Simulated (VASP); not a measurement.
# MgB2 (P6/mmm) in VASP: further runs

MgB2 is run at these levels: LDA, PBEsol; tasks: single point.

Everything below comes from runs of VASP 6.6.1. Logs are shortened: lines on timing, memory, paths and dates and some standing lists are left out, and cuts for length are marked.

## Step 1: The cell of the first run

It takes space group P6/mmm (No. 191, hexagonal). Conventional cell: a = 3.146 Å, b = 3.146 Å, c = 3.592 Å, α = 90.00°, β = 90.00°, γ = 120.00°. Mg (site symmetry 6/mmm) has 12 B at 2.55 Å and 6 Mg at 3.15 Å within 3.4 Å. Within 2.4 Å of B (site symmetry -6m2) lie 3 B at 1.82 Å.

## Step 2: Single point, LDA (volume scaled by 1.06)

Contents of INCAR:

```
  ALGO = Normal
  EDIFF = 1E-7
  ENCUT = 520
  ISIF = 2
  ISMEAR = -1
  LASPH = True
  LCHARG = False
  LREAL = False
  LWAVE = False
  NBANDS = 11
  NELM = 80
  PREC = Accurate
  SIGMA = 0.05
```

Contents of KPOINTS:

```
k-points
0
Gamma
  10 10 8
```

Contents of POSCAR:

```
MgB2
1.0
    3.1455055572      0.0000000000      0.0000000000
   -1.5727527786      2.7240877203      0.0000000000
    0.0000000000      0.0000000000      3.5920959734
Mg B
1 2
Direct
    0.0000000000      0.0000000000      0.0000000000
    0.6666666667      0.3333333333      0.5000000000
    0.3333333333      0.6666666667      0.5000000000
```

Potentials or basis: VASP PAW LDA potentials, release 64 (Mg, B).

Started as:

```console
> cat potpaw_LDA.64/Mg/POTCAR potpaw_LDA.64/B/POTCAR > POTCAR
> mpirun -np 1 vasp_std > vasp.out
```

OUTCAR:

```text
EDIFF = 1E-7
   ENCUT = 520
   ISIF = 2
   ISMEAR = -1
   LASPH = True
   LREAL = False
   NELM = 80
   PREC = Accurate

 ion  position               nearest neighbor table
   1  0.000  0.000  0.000-   2 2.55   3 2.55   2 2.55   3 2.55   2 2.55   2 2.55   3 2.55   3 2.55
                             2 2.55   2 2.55   3 2.55   3 2.55
   2  0.667  0.333  0.500-   3 1.82   3 1.82   3 1.82   1 2.55   1 2.55   1 2.55   1 2.55   1 2.55
                             1 2.55
   3  0.333  0.667  0.500-   2 1.82   2 1.82   2 1.82   1 2.55   1 2.55   1 2.55   1 2.55   1 2.55
                             1 2.55

  LATTYP: Found a hexagonal cell.
 ALAT       =     3.1455055572
 C/A-ratio  =     1.1419773096

  Lattice vectors:

 A1 = (   3.1455055572,   0.0000000000,   0.0000000000)
 A2 = (  -1.5727527786,   2.7240877203,   0.0000000000)
 A3 = (   0.0000000000,   0.0000000000,   3.5920959734)

Analysis of symmetry for initial positions (statically):
=====================================================================
 Subroutine PRICEL returns:
 Original cell was already a primitive cell.

 Routine SETGRP: Setting up the symmetry group for a
 hexagonal supercell.

 Subroutine GETGRP returns: Found 24 space group operations
 (whereof 24 operations were pure point group operations)
 out of a pool of 24 trial point group operations.

The static configuration has the point symmetry D_6h.

Analysis of symmetry for dynamics (positions and initial velocities):
=====================================================================
 Subroutine PRICEL returns:
 Original cell was already a primitive cell.

 Routine SETGRP: Setting up the symmetry group for a
 hexagonal supercell.

 Subroutine GETGRP returns: Found 24 space group operations
 (whereof 24 operations were pure point group operations)
 out of a pool of 24 trial point group operations.

The dynamic configuration has the point symmetry D_6h.

 Subroutine INISYM returns: Found 24 space group operations
 (whereof 24 operations are pure point group operations),
 and found     1 'primitive' translations

----------------------------------------------------------------------------------------

                                     Primitive cell

  volume of cell :      30.7794

  direct lattice vectors                    reciprocal lattice vectors
     3.145505557  0.000000000  0.000000000     0.317913919  0.183547687  0.000000000
    -1.572752779  2.724087720  0.000000000     0.000000000  0.367095374  0.000000000
     0.000000000  0.000000000  3.592095973     0.000000000  0.000000000  0.278388998

  length of vectors
     3.145505557  3.145505557  3.592095973     0.367095374  0.367095374  0.278388998

  position of ions in fractional coordinates (direct lattice)
     0.000000000  0.000000000  0.000000000
     0.666666667  0.333333333  0.500000000
     0.333333333  0.666666667  0.500000000

  ion indices of the primitive-cell ions
   primitive index   ion index
                 1           1
                 2           2
                 3           3

----------------------------------------------------------------------------------------

 KPOINTS: k-points

Automatic generation of k-mesh.
 Grid dimensions read from file:
 generate k-points for:   10   10    8

 Generating k-lattice:

  Cartesian coordinates                     Fractional coordinates (reciprocal lattice)
     0.031791392  0.018354769  0.000000000     0.100000000  0.000000000  0.000000000
     0.000000000  0.036709537  0.000000000     0.000000000  0.100000000  0.000000000
     0.000000000  0.000000000  0.034798625     0.000000000  0.000000000  0.125000000

  Length of vectors
     0.036709537  0.036709537  0.034798625

  Shift w.r.t. Gamma in fractional coordinates (k-lattice)
     0.000000000  0.000000000  0.000000000

 Subroutine IBZKPT returns following result:
 ===========================================

 Found     70 irreducible k-points:

 Following reciprocal coordinates:
            Coordinates               Weight
  0.000000  0.000000  0.000000      1.000000
  0.100000  0.000000  0.000000      6.000000
  0.200000  0.000000  0.000000      6.000000
  0.300000  0.000000  0.000000      6.000000
  0.400000  0.000000  0.000000      6.000000
  0.500000  0.000000  0.000000      3.000000
[... 16 lines left out ...]
  0.300000  0.100000  0.125000     24.000000
  0.400000  0.100000  0.125000     24.000000
 [... further k-points ...]
   k-points           NKPTS =     70   k-points in BZ     NKDIM =     70   number of bands    NBANDS=     11
   number of dos      NEDOS =    301   number of ions     NIONS =      3
   total plane-waves  NPLWV =  16128
   dimension x,y,z NGX =    24 NGY =   24 NGZ =   28
   dimension x,y,z NGXF=    48 NGYF=   48 NGZF=   56
   ions per type =               1   2
   NGX,Y,Z   is equivalent  to a cutoff of  12.68, 12.68, 12.96 a.u.
   NGXF,Y,Z  is equivalent  to a cutoff of  25.37, 25.37, 25.92 a.u.
 SYSTEM =  unknown system
   PREC   = accura    normal or accurate (medium, high low for compatibility)
   ISTART =      0    job   : 0-new  1-cont  2-samecut
   ICHARG =      2    charge: 1-file 2-atom 10-const
   ISPIN  =      1    spin polarized calculation?
   LNONCOLLINEAR =      F non collinear calculations
   LSORBIT =      F    spin-orbit coupling
   LASPH  =      T    aspherical Exc in radial PAW
   ENCUT  =  520.0 eV  38.22 Ry    6.18 a.u.   5.85  5.85  6.68*2*pi/ulx,y,z
   NELM   =     80;   NELMIN=  2; NELMDL= -5     # of ELM steps
   EDIFF  = 0.1E-06   stopping-criterion for ELM
   LREAL  =      F    real-space projection
   EDIFFG = 0.1E-05   stopping-criterion for IOM
   NSW    =      0    number of steps for IOM
   IBRION =     -1    ionic relax: 0-MD 1-quasi-New 2-CG
   NFREE  =      0    steps in history (QN), initial steepest desc. (CG)
   ISIF   =      2    stress and relaxation
   ISYM   =      2    0-nonsym 1-usesym 2-fastsym
   POTIM  = 0.5000    time-step for ionic-motion
   TEBEG  =    0.0;   TEEND  =   0.0 temperature during run
   PSTRESS=    0.0 pullay stress
   NELECT =       8.0000    total number of electrons
   NUPDOWN=      -1.0000    fix difference up-down
   EMIN   =  10.00;   EMAX   =-10.00  energy-range for DOS
   EFERMI =   0.00;   METHOD = LEGACY
   ISMEAR =    -1;   SIGMA  =   0.05  broadening in eV -4-tet -1-fermi 0-gaus
   EFERMI_NEDOS =   21; number of points for ismear=-14 and -15
   IALGO  =     38    algorithm
   IMIX   =      4    mixing-type and parameters
     AMIX     =   0.40;   BMIX     =  1.00
     AMIX_MAG =   1.60;   BMIX_MAG =  1.00
  volume/ion in A,a.u.               =      10.26        69.24
  Fermi-wavevector in a.u.,A,eV,Ry     =   1.044764  1.974318 14.851201  1.091532
  Thomas-Fermi vector in A             =   2.179531
   LORBIT       =      0    0 simple, 1 ext, 2 COOP (PROOUT), +10 PAW based schemes
   GGA     = CA    functional components
   LHFCALC =     F    Hartree Fock is set to
   AEXX    =    0.0000 exact exchange contribution
   IVDW    =     0    specifies the selected vdW correction
   LEPSILON=     F    determine dielectric tensor
   LRPA    =     F    only Hartree local field effects (RPA)
 non-spin polarized calculation
  energy-cutoff  :      520.00
  volume of cell :       30.78
 maximum number of plane-waves:       844
 NGX is ok and might be reduce to    24
   NGX = 11   NGY = 11   NGZ = 13

 number of electron       8.0000000 magnetization

 Free energy of the ion-electron system (eV)
  ---------------------------------------------------
  ext. energy  EPLUGINS =         0.00000000
  ---------------------------------------------------
  free energy    TOTEN  =       -17.12032751 eV

  energy without entropy =      -17.11437450  energy(sigma->0) =      -17.11735100

 E-fermi :   4.8471     XC(G=0): -10.8646

 val. band max:        4.8145234331   @ k =   0.4000   0.2000   0.1250
 cond. band min:       4.8815399140   @ k =   0.3000   0.2000   0.0000
 fundamental gap:      0.0670164809
 Fermi energy:         4.8471444113

 k-point     1 :       0.0000    0.0000    0.0000
  band No.  band energies     occupation
      1      -7.1334      2.00000
      2       1.9984      2.00000
      3       5.1378      0.00596
      4       5.1378      0.00596
      5       6.2997      0.00000
      6      10.8327      0.00000
      7      10.8327      0.00000
      8      12.3965      0.00000
      9      14.1325      0.00000
     10      16.7213      0.00000
     11      20.2816      0.00000

 k-point     2 :       0.1000    0.0000    0.0000
  band No.  band energies     occupation
      1      -6.9667      2.00000
      2       2.1618      2.00000
      3       4.3196      1.99995
      4       4.7641      1.68072
      5       6.4563      0.00000
      6      10.6517      0.00000
      7      11.5351      0.00000
      8      12.7897      0.00000
      9      13.5870      0.00000
     10      17.5532      0.00000
     11      19.4233      0.00000

 k-point     3 :       0.2000    0.0000    0.0000
  band No.  band energies     occupation
      1      -6.4693      2.00000
      2       2.5410      2.00000
      3       2.6464      2.00000
      4       4.0173      2.00000
      5       6.9269      0.00000
      6      10.0835      0.00000
      7      12.1707      0.00000
      8      13.2418      0.00000
      9      13.5218      0.00000
     10      18.2677      0.00000
     11      18.5837      0.00000
[... 267 lines left out ...]
 k-point    23 :       0.3000    0.1000    0.1250
  band No.  band energies     occupation
      1      -4.8910      2.00000
      2      -0.2443      2.00000
      3       2.4202      2.00000
      4       3.1671      2.00000
      5       8.3664      0.00000
      6       9.4698      0.00000
      7      10.3869      0.00000
      8      13.3573      0.00000
      9      14.8243      0.00000
     10      16.0816      0.00000
     11      18.2430      0.00000

 k-point    24 :       0.4000    0.1000    0.1250
  band No.  band energies     occupation
      1      -3.6649      2.00000
      2      -1.9666      2.00000
      3       2.1015      2.00000
      4       4.1846      2.00000
      5       6.9146      0.00000
      6       9.7717      0.00000
      7      10.7554      0.00000
      8      12.4510      0.00000
      9      14.4160      0.00000
     10      17.3668      0.00000
     11      18.3603      0.00000

 [... further k-points ...]
[... 5 lines left out ...]
  --------------------------------------------------------------------------------------
  -------------------------------------------------------------------------------------
  Total       -3.1445332     -3.1445332     -2.4386495      0.0000000     -0.0000000      0.0000000
  in kB     -163.6843975   -163.6843975   -126.9405827      0.0000000     -0.0000000      0.0000000
  external PRESSURE =    -151.4364592 kB  Pullay stress =       0.0000000 kB

 VOLUME and BASIS-vectors are now :
 -----------------------------------------------------------------------------
  energy-cutoff  :      520.00
  volume of cell :       30.78
      direct lattice vectors                 reciprocal lattice vectors
     3.145505557  0.000000000  0.000000000     0.317913919  0.183547687  0.000000000
    -1.572752779  2.724087720  0.000000000     0.000000000  0.367095374  0.000000000
     0.000000000  0.000000000  3.592095973     0.000000000  0.000000000  0.278388998

 POSITION                                       TOTAL-FORCE (eV/Angst)
 -----------------------------------------------------------------------------------
      0.00000      0.00000      0.00000         0.000000      0.000000      0.000000
      1.57275      0.90803      1.79605         0.000000     -0.000000      0.000000
     -0.00000      1.81606      1.79605        -0.000000      0.000000      0.000000
 -----------------------------------------------------------------------------------
    total drift:                                0.000000     -0.000000      0.000000

  FREE ENERGIE OF THE ION-ELECTRON SYSTEM (eV)
  ---------------------------------------------------
  free  energy   TOTEN  =       -17.1203275087 eV

  energy  without entropy=      -17.1143745009  energy(sigma->0) =      -17.11735100
```

It took 21 s on 1 thread of AMD EPYC 7R43 (Zen 3), shared host; peak memory 0.11 GiB.

What came out:

* Free energy: -17.1203 eV
* Pressure: -15.1 GPa
* Band gap on the k mesh: zero (band 4 reaches 5.91 eV, above the bottom of band 5 at 3.51 eV)

Caveat: the cell differs from its parent crystal (volume scaled by 1.06).

## Step 3: Single point, PBEsol (volume scaled by 1.06)

Contents of INCAR:

```
SYSTEM = MgB2
ALGO = Normal ; EDIFF = 1E-7
ENCUT = 520 ; GGA = PS
ISIF = 2 ; ISMEAR = -1
LASPH = .True. ; LCHARG = .False.
LREAL = .False. ; LWAVE = .False.
NBANDS = 11 ; NELM = 60
PREC = Accurate ; SIGMA = 0.05
```

Contents of KPOINTS:

```
k-points
0
Gamma
  10 10 8
  0 0 0
```

POSCAR is that of step 2.

Potentials or basis: VASP PAW PBE potentials, release 64 (Mg, B).

Started as:

```console
> cat potpaw_PBE.64/Mg/POTCAR potpaw_PBE.64/B/POTCAR > POTCAR
> mpirun -np 1 vasp_std > vasp.out
```

Run time: 21 s. Hardware: 1 thread of AMD EPYC 7R43 (Zen 3), shared host; peak memory 0.12 GiB.

It converged, with:

- Free energy: -16.1422 eV
- Pressure: -10.7 GPa
- Band gap on the k mesh: zero (band 4 reaches 5.91 eV, above the bottom of band 5 at 3.52 eV)

Stress tensor (GPa, compression positive):
```
-11.59   0.00   0.00
  0.00 -11.59   0.00
  0.00   0.00  -8.79
```

Levels at points of the mesh, in eV from the Fermi level:
| k point | band 1 | band 2 | band 3 | band 4 | band 5 | band 6 | band 7 | band 8 |
| --- | --- | --- | --- | --- | --- | --- | --- | --- |
| (0.00, 0.00, 0.00) | -12.10 | -2.86 | 0.31 | 0.31 | 1.43 | 5.99 | 5.99 | 7.45 |
| (0.50, 0.00, 0.00) | -8.37 | -7.63 | -2.13 | 0.19 | 2.90 | 3.63 | 4.98 | 6.51 |
| (0.00, 0.00, 0.50) | -10.89 | -7.22 | 0.66 | 0.66 | 6.36 | 6.36 | 7.55 | 9.01 |
| (0.50, 0.00, 0.50) | -7.44 | -6.75 | -3.48 | -1.83 | -1.33 | 5.26 | 8.17 | 8.44 |

Caveat: the cell differs from its parent crystal (volume scaled by 1.06); the PAW data sets were made with another functional, which shifts forces and pressure a little.

## Step 4: Single point, PBEsol

This run uses another cell than the first one, of 9.68 Å³/atom, 0.943 times its volume.

Contents of INCAR:

```
PREC = Accurate ; ENCUT = 520
EDIFF = 1E-6 ; ISMEAR = -1
SIGMA = 0.05 ; LREAL = False
LASPH = True ; NELM = 80
ALGO = Normal ; ISIF = 2
LWAVE = False ; LCHARG = False
GGA = PS ; NBANDS = 11
```

Contents of KPOINTS:

```
regular mesh
0
Gamma
  10 10 8
```

Contents of POSCAR:

```
MgB2
1.0
    3.0850000000      0.0000000000      0.0000000000
   -1.5425000000      2.6716883707      0.0000000000
    0.0000000000      0.0000000000      3.5230000000
Mg B
1 2
Direct
    0.0000000000      0.0000000000      0.0000000000
    0.6666666667      0.3333333333      0.5000000000
    0.3333333333      0.6666666667      0.5000000000
```

Potentials or basis: VASP PAW PBE potentials, release 64 (Mg, B).

Started as:

```console
> cat potpaw_PBE.64/Mg/POTCAR potpaw_PBE.64/B/POTCAR > POTCAR
> mpirun -np 1 vasp_std > vasp.out
```

OUTCAR:

```text
PREC = Accurate
   ENCUT = 520
   EDIFF = 1E-6
   ISMEAR = -1
   LREAL = False
   LASPH = True
   NELM = 80
   ISIF = 2
   GGA = PS

 ion  position               nearest neighbor table
   1  0.000  0.000  0.000-   2 2.51   3 2.51   2 2.51   3 2.51   2 2.51   2 2.51   3 2.51   3 2.51
                             2 2.51   2 2.51   3 2.51   3 2.51
   2  0.667  0.333  0.500-   3 1.78   3 1.78   3 1.78   1 2.51   1 2.51   1 2.51   1 2.51   1 2.51
                             1 2.51
   3  0.333  0.667  0.500-   2 1.78   2 1.78   2 1.78   1 2.51   1 2.51   1 2.51   1 2.51   1 2.51
                             1 2.51

[... 528 lines left out ...]

 [... further k-points ...]
[... 5 lines left out ...]
  --------------------------------------------------------------------------------------
  -------------------------------------------------------------------------------------
  Total       -0.5271568     -0.5271568     -0.5965007      0.0000000     -0.0000000     -0.0000000
  in kB      -29.0868585    -29.0868585    -32.9130341      0.0000000     -0.0000000     -0.0000000
  external PRESSURE =     -30.3622504 kB  Pullay stress =       0.0000000 kB

 VOLUME and BASIS-vectors are now :
 -----------------------------------------------------------------------------
  energy-cutoff  :      520.00
  volume of cell :       29.04
      direct lattice vectors                 reciprocal lattice vectors
     3.085000000  0.000000000  0.000000000     0.324149109  0.187147575  0.000000000
    -1.542500000  2.671688371  0.000000000     0.000000000  0.374295150  0.000000000
     0.000000000  0.000000000  3.523000000     0.000000000  0.000000000  0.283848992

 POSITION                                       TOTAL-FORCE (eV/Angst)
 -----------------------------------------------------------------------------------
      0.00000      0.00000      0.00000        -0.000000      0.000000      0.000000
      1.54250      0.89056      1.76150        -0.000000     -0.000000      0.000000
     -0.00000      1.78113      1.76150         0.000000      0.000000      0.000000
 -----------------------------------------------------------------------------------
    total drift:                                0.000000     -0.000000      0.000000

  FREE ENERGIE OF THE ION-ELECTRON SYSTEM (eV)
  ---------------------------------------------------
  free  energy   TOTEN  =       -16.2179144430 eV

  energy  without entropy=      -16.2114844945  energy(sigma->0) =      -16.21469947
```

stdout:

```text
POSCAR found type information on POSCAR MgB
 POSCAR found :  2 types and       3 ions
 scaLAPACK will be used
 -----------------------------------------------------------------------------
|                                                                             |
|                                                                             |
|     You enforced a specific xc type in the INCAR file but a different       |
|     I HOPE YOU KNOW WHAT YOU ARE DOING!                                     |
|                                                                             |
 -----------------------------------------------------------------------------

 LDA part: xc-table for (Slater+PW92), standard interpolation
 POSCAR, INCAR and KPOINTS ok, starting setup
 FFT: planning ... GRIDC
 FFT: planning ... GRID_SOFT
 FFT: planning ... GRID
 WAVECAR not read
 entering main loop
```

It took 6.7 s on 1 thread of Intel Xeon 6975P-C (Granite Rapids), shared host; peak memory 0.15 GiB.

What came out:

```
Free energy            : -16.2179 eV
Pressure               : -3.0 GPa
Band gap on the k mesh : zero (band 4 reaches 6.33 eV, above the bottom of band 5 at 3.86 eV)
```

Stress tensor (GPa, compression positive):
```
-2.91  0.00  0.00
 0.00 -2.91  0.00
 0.00  0.00 -3.29
```

Caveat: the PAW data sets were made with another functional, which shifts forces and pressure a little.

## Step 5: The runs side by side

```tsv
level	potentials or basis	cell	gap on the mesh (eV)	pressure (GPa)
LDA	VASP PAW LDA potentials, release 64 (Mg, B)	a = 3.146, b = 3.146, c = 3.592 Å, angles 90.0, 90.0, 120.0°, 3 atoms	none	-15.1
PBEsol	VASP PAW PBE potentials, release 64 (Mg, B)	a = 3.146, b = 3.146, c = 3.592 Å, angles 90.0, 90.0, 120.0°, 3 atoms	none	-10.7
PBEsol	VASP PAW PBE potentials, release 64 (Mg, B)	a = 3.085, b = 3.085, c = 3.523 Å, angles 90.0, 90.0, 120.0°, 3 atoms	none	-3.0
```

Alike in all rows: task single point; no spin polarisation; k mesh 10 × 10 × 8; cutoff (eV) 520; smearing fermi-dirac 0.05 eV.

Caveats: the PAW data sets were made with another functional, which shifts forces and pressure a little (some runs).

Absolute energies hang on the potentials; compare differences alone.
